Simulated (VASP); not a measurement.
# N (P4_2/mnm) in VASP: a series of runs

N is run at these levels: PBE0, r2SCAN-based global hybrid with 15 % exact exchange; tasks: single point.

All numbers are computed with VASP 6.6.1; they aren't measurements. Logs are shortened: lines on timing, memory, paths and dates and some standing lists are left out, and cuts for length are marked.

### 1 The cell of the first run

The structure is tetragonal, space group P4_2/mnm (No. 136). The conventional cell has a = 4.084 Å, b = 4.084 Å, c = 5.346 Å, α = 90.00°, β = 90.00°, γ = 90.00°. N (site symmetry m2m) has 1 N at 1.11 Å within 1.5 Å.

### 2 Single point, PBE0

POSCAR

```
N
1.0
    4.0840619700      0.0000000000      0.0000000000
    0.0000000000      4.0840619700      0.0000000000
    0.0000000000      0.0000000000      5.3459132500
N
4
Direct
    0.4042752000      0.5957248000      0.5000000000
    0.0957248000      0.0957248000      0.0000000000
    0.5957248000      0.4042752000      0.5000000000
    0.9042752000      0.9042752000      0.0000000000
```

INCAR.step1

```
PREC = Accurate
ENCUT = 520
EDIFF = 1E-5
ISMEAR = -1
SIGMA = 0.05
LREAL = False
LASPH = True
NELM = 100
ALGO = Normal
ISIF = 2
LWAVE = True
LCHARG = False
GGA = PE
NBANDS = 18
```

INCAR.step2

```
PREC = Accurate
ENCUT = 520
EDIFF = 1E-6
ISMEAR = -1
SIGMA = 0.05
LREAL = False
LASPH = True
NELM = 100
ALGO = Normal
ISIF = 2
LWAVE = False
LCHARG = False
GGA = PE
LHFCALC = True
AEXX = 0.25
PRECFOCK = Normal
ISTART = 1
NBANDS = 18
```

KPOINTS

```
Automatic mesh
0
Gamma
  4 4 3
```

Potentials or basis: VASP PAW PBE potentials, release 64 (N).

Launch:

```
$ cat potpaw_PBE.64/N/POTCAR > POTCAR
$ cp INCAR.step1 INCAR
$ mpirun -np 1 vasp_std > vasp.out
$ cp INCAR.step2 INCAR
$ mpirun -np 1 vasp_std > vasp.out
```

OUTCAR:

```text
PREC = Accurate
   ENCUT = 520
   EDIFF = 1E-6
   ISMEAR = -1
   LREAL = False
   LASPH = True
   NELM = 100
   ISIF = 2
   GGA = PE
   LHFCALC = True
   AEXX = 0.25
   PRECFOCK = Normal
   ISTART = 1

 ion  position               nearest neighbor table
   1  0.404  0.596  0.500-   3 1.11
   2  0.096  0.096  0.000-   4 1.11
   3  0.596  0.404  0.500-   1 1.11
   4  0.904  0.904  0.000-   2 1.11

  LATTYP: Found a simple tetragonal cell.
 ALAT       =     4.0840619700
 C/A-ratio  =     1.3089696702

  Lattice vectors:

 A1 = (   4.0840619700,   0.0000000000,   0.0000000000)
 A2 = (   0.0000000000,   4.0840619700,   0.0000000000)
 A3 = (   0.0000000000,   0.0000000000,   5.3459132500)

Analysis of symmetry for initial positions (statically):
=====================================================================
 Subroutine PRICEL returns:
 Original cell was already a primitive cell.

 Routine SETGRP: Setting up the symmetry group for a
 simple tetragonal supercell.

 Subroutine GETGRP returns: Found 16 space group operations
 (whereof  8 operations were pure point group operations)
 out of a pool of 16 trial point group operations.

The static configuration has the point symmetry D_2h.
 The point group associated with its full space group is D_4h.

Analysis of symmetry for dynamics (positions and initial velocities):
=====================================================================
 Subroutine PRICEL returns:
 Original cell was already a primitive cell.

 Routine SETGRP: Setting up the symmetry group for a
 simple tetragonal supercell.

 Subroutine GETGRP returns: Found 16 space group operations
 (whereof  8 operations were pure point group operations)
 out of a pool of 16 trial point group operations.

The dynamic configuration has the point symmetry D_2h.
 The point group associated with its full space group is D_4h.

 Subroutine INISYM returns: Found 16 space group operations
 (whereof  8 operations are pure point group operations),
 and found     1 'primitive' translations

----------------------------------------------------------------------------------------

                                     Primitive cell

  volume of cell :      89.1675

  direct lattice vectors                    reciprocal lattice vectors
     4.084061970  0.000000000  0.000000000     0.244854267  0.000000000  0.000000000
     0.000000000  4.084061970  0.000000000     0.000000000  0.244854267  0.000000000
     0.000000000  0.000000000  5.345913250     0.000000000  0.000000000  0.187058778

  length of vectors
     4.084061970  4.084061970  5.345913250     0.244854267  0.244854267  0.187058778

  position of ions in fractional coordinates (direct lattice)
     0.404275200  0.595724800  0.500000000
     0.095724800  0.095724800  0.000000000
     0.595724800  0.404275200  0.500000000
     0.904275200  0.904275200  0.000000000

  ion indices of the primitive-cell ions
   primitive index   ion index
                 1           1
                 2           2
                 3           3
                 4           4

----------------------------------------------------------------------------------------

 KPOINTS: Automatic mesh

Automatic generation of k-mesh.
 Grid dimensions read from file:
 generate k-points for:    4    4    3

 Generating k-lattice:

  Cartesian coordinates                     Fractional coordinates (reciprocal lattice)
     0.061213567  0.000000000  0.000000000     0.250000000  0.000000000  0.000000000
     0.000000000  0.061213567  0.000000000     0.000000000  0.250000000  0.000000000
     0.000000000  0.000000000  0.062352926     0.000000000  0.000000000  0.333333333

  Length of vectors
     0.061213567  0.061213567  0.062352926

  Shift w.r.t. Gamma in fractional coordinates (k-lattice)
     0.000000000  0.000000000  0.000000000

 Subroutine IBZKPT returns following result:
 ===========================================

 Found     12 irreducible k-points:

 Following reciprocal coordinates:
            Coordinates               Weight
  0.000000  0.000000  0.000000      1.000000
  0.250000  0.000000  0.000000      4.000000
  0.500000  0.000000  0.000000      2.000000
  0.250000  0.250000  0.000000      4.000000
  0.500000  0.250000  0.000000      4.000000
  0.500000  0.500000  0.000000      1.000000
  0.000000  0.000000  0.333333      2.000000
  0.250000  0.000000  0.333333      8.000000
  0.500000  0.000000  0.333333      4.000000
  0.250000  0.250000  0.333333      8.000000
  0.500000  0.250000  0.333333      8.000000
  0.500000  0.500000  0.333333      2.000000
   k-points           NKPTS =     12   k-points in BZ     NKDIM =     48   number of bands    NBANDS=     18
   number of dos      NEDOS =    301   number of ions     NIONS =      4
   total plane-waves  NPLWV =  36000
   dimension x,y,z NGX =    30 NGY =   30 NGZ =   40
   dimension x,y,z NGXF=    60 NGYF=   60 NGZF=   80
   ions per type =               4
   NGX,Y,Z   is equivalent  to a cutoff of  12.21, 12.21, 12.44 a.u.
   NGXF,Y,Z  is equivalent  to a cutoff of  24.42, 24.42, 24.88 a.u.
 SYSTEM =  unknown system
   PREC   = accura    normal or accurate (medium, high low for compatibility)
   ISTART =      1    job   : 0-new  1-cont  2-samecut
   ICHARG =      0    charge: 1-file 2-atom 10-const
   ISPIN  =      1    spin polarized calculation?
   LNONCOLLINEAR =      F non collinear calculations
   LSORBIT =      F    spin-orbit coupling
   LASPH  =      T    aspherical Exc in radial PAW
   ENCUT  =  520.0 eV  38.22 Ry    6.18 a.u.   7.59  7.59  9.94*2*pi/ulx,y,z
   NELM   =    100;   NELMIN=  2; NELMDL=  0     # of ELM steps
   EDIFF  = 0.1E-05   stopping-criterion for ELM
   LREAL  =      F    real-space projection
   EDIFFG = 0.1E-04   stopping-criterion for IOM
   NSW    =      0    number of steps for IOM
   IBRION =     -1    ionic relax: 0-MD 1-quasi-New 2-CG
   NFREE  =      0    steps in history (QN), initial steepest desc. (CG)
   ISIF   =      2    stress and relaxation
   ISYM   =      3    0-nonsym 1-usesym 2-fastsym
   POTIM  = 0.5000    time-step for ionic-motion
   TEBEG  =    0.0;   TEEND  =   0.0 temperature during run
   PSTRESS=    0.0 pullay stress
   NELECT =      20.0000    total number of electrons
   NUPDOWN=      -1.0000    fix difference up-down
   EMIN   =  10.00;   EMAX   =-10.00  energy-range for DOS
   EFERMI =   0.00;   METHOD = LEGACY
   ISMEAR =    -1;   SIGMA  =   0.05  broadening in eV -4-tet -1-fermi 0-gaus
   EFERMI_NEDOS =   21; number of points for ismear=-14 and -15
   IALGO  =     38    algorithm
   IMIX   =      1    mixing-type and parameters
     AMIX     =   0.40;   BMIX     =  1.00
     AMIX_MAG =   1.60;   BMIX_MAG =  1.00
  volume/ion in A,a.u.               =      22.29       150.43
  Fermi-wavevector in a.u.,A,eV,Ry     =   0.994678  1.879669 13.461399  0.989385
  Thomas-Fermi vector in A             =   2.126646
   LORBIT       =      0    0 simple, 1 ext, 2 COOP (PROOUT), +10 PAW based schemes
   GGA     = PE    functional components
   LHFCALC =     T    Hartree Fock is set to
   PRECFOCK=normal    Normal, Fast or Accurate (Low or Medium for compatibility)
   ENCUT4O =  -1.0   cutoff for four orbital integrals eV
   NKREDX  =     1    reduce k-point grid by
   NKREDY  =     1    reduce k-point grid by
   NKREDZ  =     1    reduce k-point grid by
   AEXX    =    0.2500 exact exchange contribution
   HFSCREEN=    0.0000 screening length (either q_TF or 0.3 A-1)
   HFSCREENC=   0.0000 screening length for correlation (either q_TF or 0.3 A-1)
   ENCUTFOCK=  -1.0 apply spherical cutoff to Coloumb kernel
   IVDW    =     0    specifies the selected vdW correction
   LEPSILON=     F    determine dielectric tensor
   LRPA    =     F    only Hartree local field effects (RPA)
 non-spin polarized calculation
  energy-cutoff  :      520.00
  volume of cell :       89.17
 maximum number of plane-waves:      2419
  NGX = 24; NGY = 24; NGZ = 30

 number of electron      20.0000001 magnetization

 Free energy of the ion-electron system (eV)
  ---------------------------------------------------
  ext. energy  EPLUGINS =         0.00000000
  ---------------------------------------------------
  free energy    TOTEN  =       -43.36453191 eV

  energy without entropy =      -43.36453191  energy(sigma->0) =      -43.36453191

 E-fermi :  -7.1596     XC(G=0):  -5.0606

 val. band max:       -8.3601847504   @ k =   0.5000   0.5000   0.3333
 cond. band min:       1.6112719429   @ k =   0.0000   0.0000   0.0000
 fundamental gap:      9.9714566933
 Fermi energy:        -7.1596121452

 k-point     1 :       0.0000    0.0000    0.0000
  band No.  band energies     occupation
      1     -28.0419      2.00000
      2     -27.9747      2.00000
      3     -11.9910      2.00000
      4     -11.9910      2.00000
      5     -10.0329      2.00000
      6      -9.4186      2.00000
[... 10 lines left out ...]
     17       8.5252      0.00000
     18      12.3746      0.00000

 k-point     2 :       0.2500    0.0000    0.0000
  band No.  band energies     occupation
      1     -28.0255      2.00000
      2     -27.9778      2.00000
      3     -12.1175      2.00000
      4     -12.1155      2.00000
      5      -9.9111      2.00000
      6      -9.6912      2.00000
[... 10 lines left out ...]
     17       8.9291      0.00000
     18      10.7353      0.00000

 k-point     3 :       0.5000    0.0000    0.0000
  band No.  band energies     occupation
      1     -27.9950      2.00000
      2     -27.9950      2.00000
      3     -12.2387      2.00000
      4     -12.2387      2.00000
      5      -9.6636      2.00000
      6      -9.6636      2.00000
[... 10 lines left out ...]
     17      10.0943      0.00000
     18      10.0943      0.00000

 k-point     4 :       0.2500    0.2500    0.0000
  band No.  band energies     occupation
      1     -28.0120      2.00000
      2     -27.9782      2.00000
      3     -12.2328      2.00000
      4     -12.2051      2.00000
      5      -9.8152      2.00000
      6      -9.7817      2.00000
[... 10 lines left out ...]
     17       9.3420      0.00000
     18       9.8699      0.00000

 k-point     5 :       0.5000    0.2500    0.0000
  band No.  band energies     occupation
      1     -27.9885      2.00000
      2     -27.9885      2.00000
      3     -12.3220      2.00000
      4     -12.3220      2.00000
      5      -9.7544      2.00000
      6      -9.7544      2.00000
[... 10 lines left out ...]
     17       9.4719      0.00000
     18       9.4719      0.00000

 k-point     6 :       0.5000    0.5000    0.0000
  band No.  band energies     occupation
      1     -27.9821      2.00000
      2     -27.9821      2.00000
      3     -12.4080      2.00000
      4     -12.4080      2.00000
      5      -9.8076      2.00000
      6      -9.8076      2.00000
[... 10 lines left out ...]
     17       8.4831      0.00000
     18       8.4831      0.00000

 k-point     7 :       0.0000    0.0000    0.3333
  band No.  band energies     occupation
      1     -28.0248      2.00000
      2     -27.9915      2.00000
      3     -11.9850      2.00000
      4     -11.9850      2.00000
      5      -9.9886      2.00000
      6      -9.7697      2.00000
[... 10 lines left out ...]
     17       9.6070      0.00000
     18      12.5314      0.00000

 k-point     8 :       0.2500    0.0000    0.3333
  band No.  band energies     occupation
      1     -28.0134      2.00000
      2     -27.9895      2.00000
      3     -12.1217      2.00000
      4     -12.1203      2.00000
      5      -9.8858      2.00000
      6      -9.7963      2.00000
[... 10 lines left out ...]
     17       9.2967      0.00000
     18      10.9634      0.00000

 k-point     9 :       0.5000    0.0000    0.3333
  band No.  band energies     occupation
      1     -27.9948      2.00000
      2     -27.9948      2.00000
      3     -12.2505      2.00000
      4     -12.2505      2.00000
      5      -9.7844      2.00000
      6      -9.7844      2.00000
[... 10 lines left out ...]
     17       9.4161      0.00000
     18       9.4161      0.00000

 k-point    10 :       0.2500    0.2500    0.3333
  band No.  band energies     occupation
      1     -28.0034      2.00000
      2     -27.9865      2.00000
      3     -12.2426      2.00000
      4     -12.1940      2.00000
      5      -9.9710      2.00000
      6      -9.6476      2.00000
[... 10 lines left out ...]
     17       9.2580      0.00000
     18      10.3412      0.00000

 k-point    11 :       0.5000    0.2500    0.3333
  band No.  band energies     occupation
      1     -27.9883      2.00000
      2     -27.9883      2.00000
      3     -12.3180      2.00000
      4     -12.3180      2.00000
      5      -9.8428      2.00000
      6      -9.8428      2.00000
[... 10 lines left out ...]
     17       9.5578      0.00000
     18       9.5578      0.00000

 k-point    12 :       0.5000    0.5000    0.3333
  band No.  band energies     occupation
      1     -27.9819      2.00000
      2     -27.9819      2.00000
      3     -12.3912      2.00000
      4     -12.3912      2.00000
      5      -9.8380      2.00000
      6      -9.8380      2.00000
[... 10 lines left out ...]
     17       8.8337      0.00000
     18       8.8337      0.00000

------------------------ aborting loop because EDIFF is reached ----------------------------------------

  FORCE on cell =-STRESS in cart. coord.  units (eV):
  Direction    XX          YY          ZZ          XY          YZ          ZX
  --------------------------------------------------------------------------------------
  -------------------------------------------------------------------------------------
  Total       -0.5947991     -0.5947991      0.1367825      0.0000000      0.0000000      0.0000000
  in kB      -10.6874550    -10.6874550      2.4577317      0.0000000      0.0000000      0.0000000
  external PRESSURE =      -6.3057261 kB  Pullay stress =       0.0000000 kB

 VOLUME and BASIS-vectors are now :
 -----------------------------------------------------------------------------
  energy-cutoff  :      520.00
  volume of cell :       89.17
      direct lattice vectors                 reciprocal lattice vectors
     4.084061970  0.000000000  0.000000000     0.244854267  0.000000000  0.000000000
     0.000000000  4.084061970  0.000000000     0.000000000  0.244854267  0.000000000
     0.000000000  0.000000000  5.345913250     0.000000000  0.000000000  0.187058778

 POSITION                                       TOTAL-FORCE (eV/Angst)
 -----------------------------------------------------------------------------------
      1.65108      2.43298      2.67296         0.449092     -0.449092      0.000000
      0.39095      0.39095      0.00000        -0.449092     -0.449092      0.000000
      2.43298      1.65108      2.67296        -0.449092      0.449092      0.000000
      3.69312      3.69312      0.00000         0.449092      0.449092     -0.000000
 -----------------------------------------------------------------------------------
    total drift:                                0.000000      0.000000     -0.000000

  FREE ENERGIE OF THE ION-ELECTRON SYSTEM (eV)
  ---------------------------------------------------
  free  energy   TOTEN  =       -43.3645319072 eV

  energy  without entropy=      -43.3645319072  energy(sigma->0) =      -43.36453191
```

Wall time 7.7 min (1 thread of AMD EPYC 7R13 (Zen 3), shared host); peak memory 0.17 GiB.

Results:

```
Free energy            : -43.3645 eV
Pressure               : -0.6 GPa
Largest force          : 0.635 eV/Å
Band gap on the k mesh : 9.97 eV (least direct gap 10.18 eV)
```

Forces on the atoms (eV/Å):
```
N    0.449 -0.449  0.000
N   -0.449 -0.449  0.000
N   -0.449  0.449  0.000
N    0.449  0.449  0.000
```

Levels at points of the mesh, in eV from the valence-band top:
| k point | band 8 | band 9 | band 10 | band 11 | band 12 | band 13 |
| --- | --- | --- | --- | --- | --- | --- |
| (0.00, 0.00, 0.00) | -1.02 | -0.95 | -0.21 | 9.97 | 11.02 | 11.46 |
| (0.50, 0.00, 0.00) | -1.28 | -0.22 | -0.22 | 11.17 | 11.17 | 11.20 |
| (0.50, 0.50, 0.00) | -1.22 | -0.03 | -0.03 | 10.90 | 10.90 | 12.12 |

Caveat: the standard files for N, O and F lose accuracy on very short bonds; this functional lacks dispersion, which holds the molecules together, so the pressure and a relaxed volume are unreliable; the PAW data sets were made with another functional, which shifts forces and pressure a little. A k mesh can miss the band edges.

### 3 Single point, r2SCAN-based global hybrid with 15 % exact exchange

POSCAR is that of step 2.

INCAR.step1

```
SYSTEM = N
ALGO = Normal
EDIFF = 1E-5
ENCUT = 1080
GGA = PE
GGA_COMPAT = .FALSE.
ISIF = 2
ISMEAR = -1
LASPH = .TRUE.
LCHARG = .FALSE.
LREAL = .FALSE.
LWAVE = .TRUE.
NBANDS = 18
NELM = 120
PREC = Accurate
SIGMA = 0.05
```

INCAR.step2

```
SYSTEM = N
AEXX = 0.15
ALGO = Normal
EDIFF = 1E-6
ENCUT = 1080
GGA_COMPAT = .FALSE.
ISIF = 2
ISMEAR = -1
ISTART = 1
LASPH = .TRUE.
LCHARG = .FALSE.
LHFCALC = .TRUE.
LMIXTAU = .TRUE.
LREAL = .FALSE.
LWAVE = .FALSE.
METAGGA = R2SCAN
NBANDS = 18
NELM = 120
PREC = Accurate
PRECFOCK = Normal
SIGMA = 0.05
```

KPOINTS

```
k-points
0
G
  4 4 3
  0 0 0
```

Potentials or basis: VASP PAW PBE potentials, release 64 (N_h).

Launch:

```
$ cat potpaw_PBE.64/N_h/POTCAR > POTCAR
$ cp INCAR.step1 INCAR
$ mpirun -np 1 vasp_std > vasp.out
$ cp INCAR.step2 INCAR
$ mpirun -np 1 vasp_std > vasp.out
```

Wall time 46 min (1 thread of AMD EPYC 7R13 (Zen 3), shared host); peak memory 0.44 GiB.

It converged, with:

```yaml
Free_energy: -42.4754 eV
Pressure: -3.6 GPa
Largest_force: 2.750 eV/Å
Band_gap_on_the_k_mesh: 9.33 eV (least direct gap 9.53 eV)
```

Forces in eV/Å, atoms in the order of the input:
```
N    1.944 -1.944  0.000
N   -1.944 -1.944  0.000
N   -1.944  1.944  0.000
N    1.944  1.944  0.000
```

Stress tensor (GPa, compression positive):
```
-5.41  0.00  0.00
 0.00 -5.41  0.00
 0.00  0.00  0.04
```

Levels at points of the mesh, in eV from the valence-band top:
```
           k point  band 8  band 9  band 10  band 11  band 12  band 13
(0.00, 0.00, 0.00)   -0.98   -0.91    -0.20     9.33    10.34    10.75
(0.50, 0.00, 0.00)   -1.23   -0.21    -0.21    10.49    10.49    10.51
(0.50, 0.50, 0.00)   -1.18   -0.03    -0.03    10.23    10.23    11.39
```

Caveat: the stress differs along the axes, from -5 to 0 GPa; the PAW data sets were made with another functional, which shifts forces and pressure a little.
